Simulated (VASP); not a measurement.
# Sn3GeTe4 (R3m) in VASP: a series of runs, part 2 of 2

VASP 6.6.1.

### 4 Single point, PBE

This run uses another cell than the first one, of 32.42 Å³/atom.

Contents of INCAR:

```
PREC = Accurate ; ENCUT = 520
EDIFF = 1E-6 ; ISMEAR = 0
SIGMA = 0.01 ; LREAL = F
LASPH = T ; NELM = 60
ALGO = Normal ; ISIF = 2
LWAVE = F ; LCHARG = F
GGA = PE ; NBANDS = 50
```

Contents of KPOINTS:

```
Automatic mesh
0
Gamma
  6 6 6
```

Contents of POSCAR:

```
Sn3GeTe4
1.0
    4.4691807960      2.5802827190      3.7486669115
   -4.4691807960      2.5802827190      3.7486669115
    0.0000000000     -5.1605654879      3.7486668771
Sn Ge Te
3 1 4
Direct
    0.5041760000      0.0047320000      0.0047320000
    0.0047320000      0.5041760000      0.0047320000
    0.0047320000      0.0047320000      0.5041760000
    0.4820330000      0.4820330000      0.4820330000
    0.0348730000      0.5170250000      0.5170250000
    0.5170250000      0.0348730000      0.5170250000
    0.5170250000      0.5170250000      0.0348730000
    0.0194040000      0.0194040000      0.0194040000
```

Potentials or basis: VASP PAW PBE potentials, release 64 (Sn_d, Ge_d, Te).

Run with:

```
$ cat potpaw_PBE.64/Sn_d/POTCAR potpaw_PBE.64/Ge_d/POTCAR potpaw_PBE.64/Te/POTCAR > POTCAR
$ mpirun -np 1 vasp_std > vasp.out
```

OUTCAR:

```text
PREC = Accurate
   ENCUT = 520
   EDIFF = 1E-6
   ISMEAR = 0
   LREAL = F
   LASPH = T
   NELM = 60
   ISIF = 2
   GGA = PE

 ion  position               nearest neighbor table
   1  0.504  0.005  0.005-   8 3.09   6 3.11   7 3.11   6 3.28   7 3.28   8 3.29
   2  0.005  0.504  0.005-   8 3.09   5 3.11   7 3.11   5 3.28   7 3.28   8 3.29
   3  0.005  0.005  0.504-   8 3.09   6 3.11   5 3.11   5 3.28   6 3.28   8 3.29
   4  0.482  0.482  0.482-   7 2.86   6 2.86   5 2.86
   5  0.035  0.517  0.517-   4 2.86   2 3.11   3 3.11   2 3.28   3 3.28
   6  0.517  0.035  0.517-   4 2.86   1 3.11   3 3.11   1 3.28   3 3.28
   7  0.517  0.517  0.035-   4 2.86   2 3.11   1 3.11   1 3.28   2 3.28
   8  0.019  0.019  0.019-   3 3.09   2 3.09   1 3.09   3 3.29   2 3.29   1 3.29

  LATTYP: Found a trigonal (rhomboedric) cell.
 ALAT       =     6.3783963118
 COS(alpha) =     0.0181099850

  Lattice vectors:

 A1 = (   4.4691807960,   2.5802827190,   3.7486669115)
 A2 = (  -4.4691807960,   2.5802827190,   3.7486669115)
 A3 = (   0.0000000000,  -5.1605654879,   3.7486668771)

Analysis of symmetry for initial positions (statically):
=====================================================================
 Subroutine PRICEL returns:
 Original cell was already a primitive cell.

 Routine SETGRP: Setting up the symmetry group for a
 trigonal (rhombohedral) supercell.

 Subroutine GETGRP returns: Found  6 space group operations
 (whereof  6 operations were pure point group operations)
 out of a pool of 12 trial point group operations.

The static configuration has the point symmetry C_3v.

Analysis of symmetry for dynamics (positions and initial velocities):
=====================================================================
 Subroutine PRICEL returns:
 Original cell was already a primitive cell.

 Routine SETGRP: Setting up the symmetry group for a
 trigonal (rhombohedral) supercell.

 Subroutine GETGRP returns: Found  6 space group operations
 (whereof  6 operations were pure point group operations)
 out of a pool of 12 trial point group operations.

The dynamic configuration has the point symmetry C_3v.

 Subroutine INISYM returns: Found  6 space group operations
 (whereof  6 operations are pure point group operations),
 and found     1 'primitive' translations

----------------------------------------------------------------------------------------

                                     Primitive cell

  volume of cell :     259.3721

  direct lattice vectors                    reciprocal lattice vectors
     4.469180796  2.580282719  3.748666911     0.111877327  0.064592404  0.088920500
    -4.469180796  2.580282719  3.748666911    -0.111877327  0.064592404  0.088920500
     0.000000000 -5.160565488  3.748666877     0.000000000 -0.129184810  0.088920499

  length of vectors
     6.378396312  6.378396312  6.378396312     0.156829749  0.156829749  0.156829749

  position of ions in fractional coordinates (direct lattice)
     0.504176000  0.004732000  0.004732000
     0.004732000  0.504176000  0.004732000
     0.004732000  0.004732000  0.504176000
     0.482033000  0.482033000  0.482033000
     0.034873000  0.517025000  0.517025000
     0.517025000  0.034873000  0.517025000
[... 46 lines left out ...]
  0.166667  0.166667  0.000000      6.000000
  0.333333  0.166667  0.000000     12.000000
[... 16 lines left out ...]
  0.500000  0.500000  0.166667      6.000000
 -0.333333  0.500000  0.166667     12.000000
 [... further k-points ...]
   k-points           NKPTS =     32   k-points in BZ     NKDIM =     32   number of bands    NBANDS=     50
   number of dos      NEDOS =    301   number of ions     NIONS =      8
   total plane-waves  NPLWV = 110592
   dimension x,y,z NGX =    48 NGY =   48 NGZ =   48
   dimension x,y,z NGXF=    96 NGYF=   96 NGZF=   96
   ions per type =               3   1   4
   NGX,Y,Z   is equivalent  to a cutoff of  12.51, 12.51, 12.51 a.u.
   NGXF,Y,Z  is equivalent  to a cutoff of  25.02, 25.02, 25.02 a.u.
 SYSTEM =  unknown system
   PREC   = accura    normal or accurate (medium, high low for compatibility)
   ISTART =      0    job   : 0-new  1-cont  2-samecut
   ICHARG =      2    charge: 1-file 2-atom 10-const
   ISPIN  =      1    spin polarized calculation?
   LNONCOLLINEAR =      F non collinear calculations
   LSORBIT =      F    spin-orbit coupling
   LASPH  =      T    aspherical Exc in radial PAW
   ENCUT  =  520.0 eV  38.22 Ry    6.18 a.u.  11.86 11.86 11.86*2*pi/ulx,y,z
   NELM   =     60;   NELMIN=  2; NELMDL= -5     # of ELM steps
   EDIFF  = 0.1E-05   stopping-criterion for ELM
   LREAL  =      F    real-space projection
   EDIFFG = 0.1E-04   stopping-criterion for IOM
   NSW    =      0    number of steps for IOM
   IBRION =     -1    ionic relax: 0-MD 1-quasi-New 2-CG
   NFREE  =      0    steps in history (QN), initial steepest desc. (CG)
   ISIF   =      2    stress and relaxation
   ISYM   =      2    0-nonsym 1-usesym 2-fastsym
   POTIM  = 0.5000    time-step for ionic-motion
   TEBEG  =    0.0;   TEEND  =   0.0 temperature during run
   PSTRESS=    0.0 pullay stress
   NELECT =      80.0000    total number of electrons
   NUPDOWN=      -1.0000    fix difference up-down
   EMIN   =  10.00;   EMAX   =-10.00  energy-range for DOS
   EFERMI =   0.00;   METHOD = LEGACY
   ISMEAR =     0;   SIGMA  =   0.01  broadening in eV -4-tet -1-fermi 0-gaus
   EFERMI_NEDOS =   21; number of points for ismear=-14 and -15
   IALGO  =     38    algorithm
   IMIX   =      4    mixing-type and parameters
     AMIX     =   0.40;   BMIX     =  1.00
     AMIX_MAG =   1.60;   BMIX_MAG =  1.00
  volume/ion in A,a.u.               =      32.42       218.79
  Fermi-wavevector in a.u.,A,eV,Ry     =   1.106107  2.090239 16.646350  1.223472
  Thomas-Fermi vector in A             =   2.242603
   LORBIT       =      0    0 simple, 1 ext, 2 COOP (PROOUT), +10 PAW based schemes
   GGA     = PE    functional components
   LHFCALC =     F    Hartree Fock is set to
   AEXX    =    0.0000 exact exchange contribution
   IVDW    =     0    specifies the selected vdW correction
   LEPSILON=     F    determine dielectric tensor
   LRPA    =     F    only Hartree local field effects (RPA)
 non-spin polarized calculation
 Gauss-broadening in eV      SIGMA  =   0.01
  energy-cutoff  :      520.00
  volume of cell :      259.37
 maximum number of plane-waves:      7006
   NGX = 23   NGY = 23   NGZ = 23

 number of electron      79.9999992 magnetization

 Free energy of the ion-electron system (eV)
  ---------------------------------------------------
  ext. energy  EPLUGINS =         0.00000000
  ---------------------------------------------------
  free energy    TOTEN  =       -30.45083677 eV

  energy without entropy =      -30.45083677  energy(sigma->0) =      -30.45083677

 E-fermi :   5.9480     XC(G=0):  -9.2204

 val. band max:        5.8303747799   @ k =   0.5000   0.5000   0.5000
 cond. band min:       6.0499986383   @ k =   0.5000   0.5000   0.5000
 fundamental gap:      0.2196238584
 Fermi energy:         5.9479711601

 k-point     1 :       0.0000    0.0000    0.0000
  band No.  band energies     occupation
      1     -19.1199      2.00000
      2     -19.1199      2.00000
      3     -19.1088      2.00000
      4     -19.1088      2.00000
      5     -19.1030      2.00000
      6     -15.8672      2.00000
[... 1261 lines left out ...]
     49       8.7621      0.00000
     50       9.0175      0.00000

 [... further k-points ...]

------------------------ aborting loop because EDIFF is reached ----------------------------------------

  FORCE on cell =-STRESS in cart. coord.  units (eV):
  Direction    XX          YY          ZZ          XY          YZ          ZX
  --------------------------------------------------------------------------------------
  -------------------------------------------------------------------------------------
  Total       -0.0039428     -0.0039428      0.0046835      0.0000000     -0.0000000      0.0000000
  in kB       -0.0243552     -0.0243552      0.0289303      0.0000000     -0.0000000      0.0000000
  external PRESSURE =      -0.0065934 kB  Pullay stress =       0.0000000 kB

 VOLUME and BASIS-vectors are now :
 -----------------------------------------------------------------------------
  energy-cutoff  :      520.00
  volume of cell :      259.37
      direct lattice vectors                 reciprocal lattice vectors
     4.469180796  2.580282719  3.748666911     0.111877327  0.064592404  0.088920500
    -4.469180796  2.580282719  3.748666911    -0.111877327  0.064592404  0.088920500
     0.000000000 -5.160565488  3.748666877     0.000000000 -0.129184810  0.088920499

 POSITION                                       TOTAL-FORCE (eV/Angst)
 -----------------------------------------------------------------------------------
      2.23211      1.28871      1.92547         0.000667      0.000385      0.006988
     -2.23211      1.28871      1.92547        -0.000667      0.000385      0.006988
      0.00000     -2.57741      1.92547         0.000000     -0.000770      0.006988
      0.00000     -0.00000      5.42094         0.000000     -0.000000      0.019296
     -2.15482     -1.24409      4.00704        -0.003434     -0.001983     -0.010453
      2.15482     -1.24409      4.00704         0.003434     -0.001983     -0.010453
      0.00000      2.48818      4.00704         0.000000      0.003965     -0.010453
      0.00000     -0.00000      0.21822         0.000000      0.000000     -0.008901
 -----------------------------------------------------------------------------------
    total drift:                               -0.000000     -0.000013     -0.001896

  FREE ENERGIE OF THE ION-ELECTRON SYSTEM (eV)
  ---------------------------------------------------
  free  energy   TOTEN  =       -30.4508367695 eV

  energy  without entropy=      -30.4508367695  energy(sigma->0) =      -30.45083677
```

It took 3.2 min on 1 thread of Intel Xeon 6975P-C (Granite Rapids), shared host; peak memory 0.56 GiB.

What came out:

```yaml
Free_energy: -30.4508 eV
Pressure: 0.0 GPa
Largest_force: 0.019 eV/Å
Band_gap_on_the_k_mesh: 0.22 eV
```

Forces in eV/Å, atoms in the order of the input:
```
Sn   0.001  0.000  0.007
Sn  -0.001  0.000  0.007
Sn   0.000 -0.001  0.007
Ge   0.000  0.000  0.019
Te  -0.003 -0.002 -0.010
Te   0.003 -0.002 -0.010
Te   0.000  0.004 -0.010
Te   0.000  0.000 -0.009
```

Caveat: spin-orbit coupling is left out, which moves the levels of the heavy elements. A k mesh can miss the band edges.

### 5 Summary

```tsv
cell	smearing	gap on the mesh (eV)	pressure (GPa)	largest force (eV/Å)
a = 6.507 Å, angles 87.9°, 8 atoms, atomic positions A	gaussian 0.01 eV	0.39	-1.4	0.02
a = 6.378 Å, angles 89.0°, 8 atoms, atomic positions B	gaussian 0.02 eV	0.22	0.0	0.02
a = 6.378 Å, angles 89.0°, 8 atoms, atomic positions B	gaussian 0.01 eV	0.22	0.0	0.02
```

Alike in all rows: task single point; level PBE; potentials or basis VASP PAW PBE potentials, release 64 (Sn_d, Ge_d, Te); no spin polarisation; k mesh 6 × 6 × 6; cutoff (eV) 520.

Caveats: spin-orbit coupling is left out, which moves the levels of the heavy elements.

Absolute energies hang on the potentials; compare differences alone.
